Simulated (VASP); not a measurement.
# TaN: single point with r2SCAN

TaN:

```xyz
6
Lattice="5.1996 0.0000 0.0000 -2.5998 4.5030 0.0000 0.0000 0.0000 2.8813" Properties=species:S:1:pos:R:3 pbc="T T T"
Ta    0.0000    3.0020    1.4406
Ta    2.5998    1.5010    1.4406
Ta    0.0000    0.0000    0.0000
N     2.0404    0.0000    0.0000
N     1.5796    2.7360    0.0000
N    -1.0202    1.7670    0.0000
```

This cell differs from its parent crystal: strain along c alone, the other axes held: -1.0 %, then relaxed in part.

* Program: VASP 6.6.1
* Task: single point
* Functional: r2SCAN
* Potentials or basis: VASP PAW PBE potentials, release 64 (Ta_pv, N)
* Cutoff: 520 eV
* k mesh: 12 × 12 × 12
* Occupations: gaussian, width 0.1 eV
* Spin: no spin polarisation

| Item | Value |
| --- | --- |
| Pressure | 5.2 GPa |
| Band gap on the k mesh | zero (band 24 reaches 10.42 eV, above the bottom of band 25 at 7.12 eV) |

Forces in eV/Å, atoms in the order of the input:
```
Ta   0.000  0.000  0.000
Ta   0.000  0.000  0.000
Ta   0.000  0.000  0.000
N   -0.002  0.000  0.000
N    0.001  0.002  0.000
N    0.001 -0.002  0.000
```

Stress tensor (GPa, compression positive):
```
3.46 0.00 0.00
0.00 3.46 0.00
0.00 0.00 8.71
```

Levels at points of the mesh, in eV from the Fermi level:
```csv
k point,band 21,band 22,band 23,band 24,band 25,band 26,band 27,band 28
"(0.00, 0.00, 0.00)",-4.71,-3.60,-2.18,-1.08,-1.08,0.75,0.75,1.69
"(0.50, 0.00, 0.00)",-4.34,-4.31,-3.12,-2.87,1.34,1.94,2.01,2.56
"(0.00, 0.00, 0.50)",-4.73,-3.13,-3.13,1.91,1.91,2.08,2.33,2.33
"(0.50, 0.00, 0.50)",-4.43,-3.51,-2.17,-1.12,0.47,1.50,3.32,3.46
```

Run time: 6.8 min on 1 thread of Intel(R) Xeon(R) 6975P-C (Granite Rapids), on a shared host, peak memory 0.37 GiB.

Caveat: the cell differs from its parent crystal (strain along c alone, the other axes held: -1.0 %, then relaxed in part); the PAW data sets were made with another functional, which shifts forces and pressure a little; spin-orbit coupling is left out, which moves the levels of the heavy elements.
